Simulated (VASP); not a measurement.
# Ta (Fd-3m) in VASP: further runs

The runs below take Ta through single point, relaxation of cell and atoms, with PBE.

Everything below comes from runs of VASP 6.6.1. Logs are shortened: lines on timing, memory, paths and dates and some standing lists are left out, and cuts for length are marked.

## Step 1: The cell of the first run

Symmetry: Fd-3m, No. 227, cubic system. Conventional cell: a = 5.977 Å, b = 5.977 Å, c = 5.977 Å, α = 90.00°, β = 90.00°, γ = 90.00°. Within 3.4 Å of Ta (site symmetry -43m) lie 4 Ta at 2.59 Å.

This isn't the form of Ta at room conditions, which is bcc.

## Step 2: Single point, PBE

File INCAR:

```
SYSTEM = Ta
PREC = Accurate
ENCUT = 500
EDIFF = 1E-6
ISMEAR = 0
SIGMA = 0.05
LREAL = .FALSE.
LASPH = .TRUE.
NELM = 120
ALGO = Normal
ISIF = 2
LWAVE = .FALSE.
LCHARG = .FALSE.
GGA = PE
NBANDS = 18
GGA_COMPAT = .FALSE.
```

File KPOINTS:

```
regular mesh
0
G
  7 7 7
  0 0 0
```

File POSCAR:

```
Ta
1.0
    0.0000000000      2.9885387683      2.9885387683
    2.9885387683      0.0000000000      2.9885387683
    2.9885387683      2.9885387683      0.0000000000
Ta
2
Direct
    1.0000000000      1.0000000000      1.0000000000
    0.2500000000      0.2500000000      0.2500000000
```

Potentials or basis: VASP PAW PBE potentials, release 64 (Ta_pv).

Launch:

```console
$ cat potpaw_PBE.64/Ta_pv/POTCAR > POTCAR
$ mpirun -np 1 vasp_std > vasp.out
```

OUTCAR:

```text
SYSTEM = Ta
   PREC = Accurate
   ENCUT = 500
   EDIFF = 1E-6
   ISMEAR = 0
   LREAL = .FALSE.
   LASPH = .TRUE.
   NELM = 120
   ISIF = 2
   GGA = PE

 ion  position               nearest neighbor table
   1  0.000  0.000  0.000-   2 2.59   2 2.59   2 2.59   2 2.59
   2  0.250  0.250  0.250-   1 2.59   1 2.59   1 2.59   1 2.59

  LATTYP: Found a face centered cubic cell.
 ALAT       =     5.9770775366

  Lattice vectors:

 A1 = (   0.0000000000,   2.9885387683,   2.9885387683)
 A2 = (   2.9885387683,   0.0000000000,   2.9885387683)
 A3 = (   2.9885387683,   2.9885387683,   0.0000000000)

Analysis of symmetry for initial positions (statically):
=====================================================================
 Subroutine PRICEL returns:
 Original cell was already a primitive cell.

 Routine SETGRP: Setting up the symmetry group for a
 face centered cubic supercell.

 Subroutine GETGRP returns: Found 48 space group operations
 (whereof 24 operations were pure point group operations)
 out of a pool of 48 trial point group operations.

The static configuration has the point symmetry T_d .
 The point group associated with its full space group is O_h .

Analysis of symmetry for dynamics (positions and initial velocities):
=====================================================================
 Subroutine PRICEL returns:
 Original cell was already a primitive cell.

 Routine SETGRP: Setting up the symmetry group for a
 face centered cubic supercell.

 Subroutine GETGRP returns: Found 48 space group operations
 (whereof 24 operations were pure point group operations)
 out of a pool of 48 trial point group operations.

The dynamic configuration has the point symmetry T_d .
 The point group associated with its full space group is O_h .

 Subroutine INISYM returns: Found 48 space group operations
 (whereof 24 operations are pure point group operations),
 and found     1 'primitive' translations

----------------------------------------------------------------------------------------

                                     Primitive cell

  volume of cell :      53.3835

  direct lattice vectors                    reciprocal lattice vectors
     0.000000000  2.988538768  2.988538768    -0.167305844  0.167305844  0.167305844
     2.988538768  0.000000000  2.988538768     0.167305844 -0.167305844  0.167305844
     2.988538768  2.988538768  0.000000000     0.167305844  0.167305844 -0.167305844

  length of vectors
     4.226432058  4.226432058  4.226432058     0.289782222  0.289782222  0.289782222

  position of ions in fractional coordinates (direct lattice)
     0.000000000  0.000000000  0.000000000
     0.250000000  0.250000000  0.250000000

  ion indices of the primitive-cell ions
   primitive index   ion index
                 1           1
                 2           2

----------------------------------------------------------------------------------------

 KPOINTS: regular mesh

Automatic generation of k-mesh.
 Grid dimensions read from file:
 generate k-points for:    7    7    7

 Generating k-lattice:

  Cartesian coordinates                     Fractional coordinates (reciprocal lattice)
    -0.023900835  0.023900835  0.023900835     0.142857143  0.000000000  0.000000000
     0.023900835 -0.023900835  0.023900835     0.000000000  0.142857143  0.000000000
     0.023900835  0.023900835 -0.023900835     0.000000000  0.000000000  0.142857143

  Length of vectors
     0.041397460  0.041397460  0.041397460

  Shift w.r.t. Gamma in fractional coordinates (k-lattice)
     0.000000000  0.000000000  0.000000000

 Subroutine IBZKPT returns following result:
 ===========================================

 Found     20 irreducible k-points:

 Following reciprocal coordinates:
            Coordinates               Weight
  0.000000  0.000000  0.000000      1.000000
  0.142857  0.000000  0.000000      8.000000
  0.285714  0.000000  0.000000      8.000000
  0.428571  0.000000  0.000000      8.000000
  0.142857  0.142857  0.000000      6.000000
  0.285714  0.142857  0.000000     24.000000
[... 12 lines left out ...]
 -0.428571  0.428571  0.142857     24.000000
 -0.285714  0.428571  0.142857     24.000000
   k-points           NKPTS =     20   k-points in BZ     NKDIM =     20   number of bands    NBANDS=     18
   number of dos      NEDOS =    301   number of ions     NIONS =      2
   total plane-waves  NPLWV =  32768
   dimension x,y,z NGX =    32 NGY =   32 NGZ =   32
   dimension x,y,z NGXF=    64 NGYF=   64 NGZF=   64
   ions per type =               2
   NGX,Y,Z   is equivalent  to a cutoff of  12.59, 12.59, 12.59 a.u.
   NGXF,Y,Z  is equivalent  to a cutoff of  25.17, 25.17, 25.17 a.u.
 SYSTEM =  Ta
   PREC   = accura    normal or accurate (medium, high low for compatibility)
   ISTART =      0    job   : 0-new  1-cont  2-samecut
   ICHARG =      2    charge: 1-file 2-atom 10-const
   ISPIN  =      1    spin polarized calculation?
   LNONCOLLINEAR =      F non collinear calculations
   LSORBIT =      F    spin-orbit coupling
   LASPH  =      T    aspherical Exc in radial PAW
   ENCUT  =  500.0 eV  36.75 Ry    6.06 a.u.   7.71  7.71  7.71*2*pi/ulx,y,z
   NELM   =    120;   NELMIN=  2; NELMDL= -5     # of ELM steps
   EDIFF  = 0.1E-05   stopping-criterion for ELM
   LREAL  =      F    real-space projection
   EDIFFG = 0.1E-04   stopping-criterion for IOM
   NSW    =      0    number of steps for IOM
   IBRION =     -1    ionic relax: 0-MD 1-quasi-New 2-CG
   NFREE  =      0    steps in history (QN), initial steepest desc. (CG)
   ISIF   =      2    stress and relaxation
   ISYM   =      2    0-nonsym 1-usesym 2-fastsym
   POTIM  = 0.5000    time-step for ionic-motion
   TEBEG  =    0.0;   TEEND  =   0.0 temperature during run
   PSTRESS=    0.0 pullay stress
   NELECT =      22.0000    total number of electrons
   NUPDOWN=      -1.0000    fix difference up-down
   EMIN   =  10.00;   EMAX   =-10.00  energy-range for DOS
   EFERMI =   0.00;   METHOD = LEGACY
   ISMEAR =     0;   SIGMA  =   0.05  broadening in eV -4-tet -1-fermi 0-gaus
   EFERMI_NEDOS =   21; number of points for ismear=-14 and -15
   IALGO  =     38    algorithm
   IMIX   =      4    mixing-type and parameters
     AMIX     =   0.40;   BMIX     =  1.00
     AMIX_MAG =   1.60;   BMIX_MAG =  1.00
  volume/ion in A,a.u.               =      26.69       180.12
  Fermi-wavevector in a.u.,A,eV,Ry     =   1.218279  2.302214 20.193824  1.484204
  Thomas-Fermi vector in A             =   2.353571
   LORBIT       =      0    0 simple, 1 ext, 2 COOP (PROOUT), +10 PAW based schemes
   GGA     = PE    functional components
   LHFCALC =     F    Hartree Fock is set to
   AEXX    =    0.0000 exact exchange contribution
   IVDW    =     0    specifies the selected vdW correction
   LEPSILON=     F    determine dielectric tensor
   LRPA    =     F    only Hartree local field effects (RPA)
 non-spin polarized calculation
 Gauss-broadening in eV      SIGMA  =   0.05
  energy-cutoff  :      500.00
  volume of cell :       53.38
 maximum number of plane-waves:      1374
   NGX = 15   NGY = 15   NGZ = 15

 number of electron      21.9999997 magnetization

 Free energy of the ion-electron system (eV)
  ---------------------------------------------------
  ext. energy  EPLUGINS =         0.00000000
  ---------------------------------------------------
  free energy    TOTEN  =       -17.81492324 eV

  energy without entropy =      -17.81051935  energy(sigma->0) =      -17.81272129

 E-fermi :   2.3238     XC(G=0): -10.2912

 val. band max:        2.3208260434   @ k =   0.4286   0.0000   0.0000
 cond. band min:       2.3678520328   @ k =   0.1429   0.0000   0.0000
 fundamental gap:      0.0470259894
 Fermi energy:         2.3237610680

 k-point     1 :       0.0000    0.0000    0.0000
  band No.  band energies     occupation
      1     -31.7699      2.00000
      2     -31.7699      2.00000
      3     -31.7699      2.00000
      4     -30.8283      2.00000
      5     -30.8283      2.00000
      6     -30.8283      2.00000
[... 10 lines left out ...]
     17       8.5701      0.00000
     18      12.5354      0.00000

 k-point     2 :       0.1429    0.0000    0.0000
  band No.  band energies     occupation
      1     -31.7914      2.00000
      2     -31.7914      2.00000
      3     -31.7679      2.00000
      4     -30.8336      2.00000
      5     -30.8050      2.00000
      6     -30.8050      2.00000
[... 10 lines left out ...]
     17       8.4839      0.00000
     18      12.1371      0.00000

 k-point     3 :       0.2857    0.0000    0.0000
  band No.  band energies     occupation
      1     -31.8364      2.00000
      2     -31.8364      2.00000
      3     -31.7647      2.00000
      4     -30.8440      2.00000
      5     -30.7562      2.00000
      6     -30.7562      2.00000
[... 10 lines left out ...]
     17       8.1612      0.00000
     18      10.1213      0.00000

 k-point     4 :       0.4286    0.0000    0.0000
  band No.  band energies     occupation
      1     -31.8698      2.00000
      2     -31.8698      2.00000
      3     -31.7633      2.00000
      4     -30.8508      2.00000
      5     -30.7198      2.00000
      6     -30.7198      2.00000
[... 291 lines left out ...]
      4     -31.0674      2.00000
      5     -30.6659      2.00000
      6     -30.6133      2.00000
[... 10 lines left out ...]
     17       8.0957      0.00000
     18       8.1926      0.00000

 k-point    19 :      -0.4286    0.4286    0.1429
  band No.  band energies     occupation
      1     -31.9823      2.00000
      2     -31.9650      2.00000
      3     -31.4220      2.00000
      4     -31.2017      2.00000
      5     -30.6188      2.00000
      6     -30.6027      2.00000
[... 10 lines left out ...]
     17       8.0926      0.00000
     18       8.4629      0.00000

 k-point    20 :      -0.2857    0.4286    0.1429
  band No.  band energies     occupation
      1     -31.9968      2.00000
      2     -31.9582      2.00000
      3     -31.4114      2.00000
      4     -31.2080      2.00000
      5     -30.6267      2.00000
      6     -30.5914      2.00000
[... 10 lines left out ...]
     17       8.0389      0.00000
     18       8.1048      0.00000

------------------------ aborting loop because EDIFF is reached ----------------------------------------

  FORCE on cell =-STRESS in cart. coord.  units (eV):
  Direction    XX          YY          ZZ          XY          YZ          ZX
  --------------------------------------------------------------------------------------
  -------------------------------------------------------------------------------------
  Total        1.7066014      1.7066014      1.7066014      0.0000000      0.0000000      0.0000000
  in kB       51.2195780     51.2195780     51.2195780      0.0000000      0.0000000      0.0000000
  external PRESSURE =      51.2195780 kB  Pullay stress =       0.0000000 kB

 VOLUME and BASIS-vectors are now :
 -----------------------------------------------------------------------------
  energy-cutoff  :      500.00
  volume of cell :       53.38
      direct lattice vectors                 reciprocal lattice vectors
     0.000000000  2.988538768  2.988538768    -0.167305844  0.167305844  0.167305844
     2.988538768  0.000000000  2.988538768     0.167305844 -0.167305844  0.167305844
     2.988538768  2.988538768  0.000000000     0.167305844  0.167305844 -0.167305844

 POSITION                                       TOTAL-FORCE (eV/Angst)
 -----------------------------------------------------------------------------------
      0.00000      0.00000      0.00000        -0.000000     -0.000000     -0.000000
      1.49427      1.49427      1.49427         0.000000      0.000000      0.000000
 -----------------------------------------------------------------------------------
    total drift:                               -0.000000      0.000000      0.000000

  FREE ENERGIE OF THE ION-ELECTRON SYSTEM (eV)
  ---------------------------------------------------
  free  energy   TOTEN  =       -17.8149232359 eV

  energy  without entropy=      -17.8105193526  energy(sigma->0) =      -17.81272129
```

Run time: 6.1 s. Hardware: 1 thread of Intel Xeon 6975P-C (Granite Rapids), shared host; peak memory 0.17 GiB.

What came out:

- Free energy: -17.8149 eV
- Pressure: 5.1 GPa
- Band gap on the k mesh: zero (bands 11 and 12 overlap by 0.44 eV)

Caveat: the cell stands under pressure; spin-orbit coupling is left out, which moves the levels of the heavy elements.

## Step 3: Single point, PBE

This run uses another cell than the first one, of 28.51 Å³/atom.

File INCAR:

```
PREC = Accurate ; ENCUT = 500
EDIFF = 1E-6 ; ISMEAR = 0
SIGMA = 0.05 ; LREAL = False
LASPH = True ; NELM = 120
ALGO = Normal ; ISIF = 2
LWAVE = False ; LCHARG = False
GGA = PE ; NBANDS = 18
GGA_COMPAT = False
```

File KPOINTS:

```
regular mesh
0
Gamma
  7 7 7
```

File POSCAR:

```
Ta
1.0
    0.0000000000      3.0550585948      3.0550585948
    3.0550585948      0.0000000000      3.0550585948
    3.0550585948      3.0550585948      0.0000000000
Ta
2
Direct
    1.0000000000      1.0000000000      1.0000000000
    0.2500000000      0.2500000000      0.2500000000
```

Potentials or basis: VASP PAW PBE potentials, release 64 (Ta_pv).

Launch:

```console
$ cat potpaw_PBE.64/Ta_pv/POTCAR > POTCAR
$ mpirun -np 1 vasp_std > vasp.out
```

It took 6.2 s on 1 thread of Intel Xeon 6975P-C (Granite Rapids), shared host; peak memory 0.17 GiB.

Results (log left out):

* Free energy: -17.8733 eV
* Pressure: 0.0 GPa
* Band gap on the k mesh: zero (bands 11 and 12 overlap by 0.45 eV)

Levels at points of the mesh, in eV from the Fermi level:
```csv
k point,band 7,band 8,band 9,band 10,band 11,band 12,band 13,band 14,band 15,band 16
"(0.00, 0.00, 0.00)",-5.50,-0.89,-0.89,-0.23,-0.23,-0.23,2.06,2.06,2.06,5.83
```

Caveat: spin-orbit coupling is left out, which moves the levels of the heavy elements.

## Step 4: Relaxation of cell and atoms, PBE

This run uses another cell than the first one, of 23.39 Å³/atom.

File INCAR:

```
PREC = Accurate
ENCUT = 500
EDIFF = 1E-7
ISMEAR = 0
SIGMA = 0.05
LREAL = F
LASPH = T
NELM = 120
ALGO = Normal
ISIF = 3
LWAVE = F
LCHARG = F
GGA = PE
IBRION = 2
NSW = 60
EDIFFG = -0.03
GGA_COMPAT = F
NELMIN = 4
```

File KPOINTS:

```
Automatic mesh
0
Gamma
  7 7 7
```

File POSCAR:

```
Ta
1.0
    0.0000000000      2.8600000000      2.8600000000
    2.8600000000      0.0000000000      2.8600000000
    2.8600000000      2.8600000000      0.0000000000
Ta
2
Direct
    1.0000000000      1.0000000000      1.0000000000
    0.2500000000      0.2500000000      0.2500000000
```

Launch:

```console
$ cat potpaw_PBE.64/Ta_pv/POTCAR > POTCAR
$ mpirun -np 1 vasp_std > vasp.out
```

Run time: 23 s. Hardware: 1 thread of Intel Xeon 6975P-C (Granite Rapids), shared host; peak memory 0.17 GiB.

It converged, with:

| Quantity | Value |
| --- | --- |
| Free energy | -17.8704 eV |
| Relaxed volume | 28.50 Å³/atom |
| Relaxed cell | a = 4.320 Å, b = 4.320 Å, c = 4.320 Å, α = 60.00°, β = 60.00°, γ = 60.00° |
| Space group after relaxing (to 0.1 Å) | Fd-3m (No. 227) |
| Energy gained by relaxing | 268.7 meV/atom |
| Ionic steps | 4 |
| Pressure after relaxing | 0.1 GPa |
| Band gap on the k mesh | zero (bands 11 and 12 overlap by 0.45 eV) |

Step by step:
```
step  energy change (eV)  largest force (eV/Å)  pressure (GPa)  volume (Å³)
   1              0.0000                0.0000           19.72        46.79
   2             -0.0961                0.0000          -10.10        69.11
   3             -0.5374                0.0000           -0.20        57.22
   4             -0.5375                0.0000            0.09        56.99
```

Final structure:
```cif
data_structure
_symmetry_space_group_name_H-M 'P 1'
_symmetry_Int_Tables_number 1
_cell_length_a 4.3197
_cell_length_b 4.3197
_cell_length_c 4.3197
_cell_angle_alpha 60.000
_cell_angle_beta 60.000
_cell_angle_gamma 60.000
_cell_volume 56.99
loop_
_atom_site_label
_atom_site_type_symbol
_atom_site_fract_x
_atom_site_fract_y
_atom_site_fract_z
_atom_site_occupancy
Ta1 Ta 0.00000 0.00000 0.00000 1
Ta2 Ta 0.25000 0.25000 0.25000 1
```

Levels at points of the mesh, in eV from the Fermi level:
```csv
k point,band 9,band 10,band 11,band 12,band 13,band 14
"(0.00, 0.00, 0.00)",-0.89,-0.23,-0.23,-0.23,2.07,2.07
```

Caveat: the volume moved by over 15 % at a fixed basis, so the end points are rough; spin-orbit coupling is left out, which moves the levels of the heavy elements.

## Step 5: Overview

```csv
task,cell,gap on the mesh (eV),pressure (GPa)
single point,"a = 4.226 Å, angles 60.0°, 2 atoms",none,5.1
single point,"a = 4.321 Å, angles 60.0°, 2 atoms",none,0.0
relaxation of cell and atoms,"relaxed from a = 4.045 Å, angles 60.0°, 2 atoms",none,0.1
```

Alike in all rows: level PBE; potentials or basis VASP PAW PBE potentials, release 64 (Ta_pv); no spin polarisation; k mesh 7 × 7 × 7; cutoff (eV) 500; smearing gaussian 0.05 eV.

Caveats: spin-orbit coupling is left out, which moves the levels of the heavy elements; the cell stands under pressure (at least some runs); the volume moved by over 15 % at a fixed basis, so the end points are rough (at least some runs).

Total energies depend on the potentials used, so only differences within one code and one set of settings carry meaning.
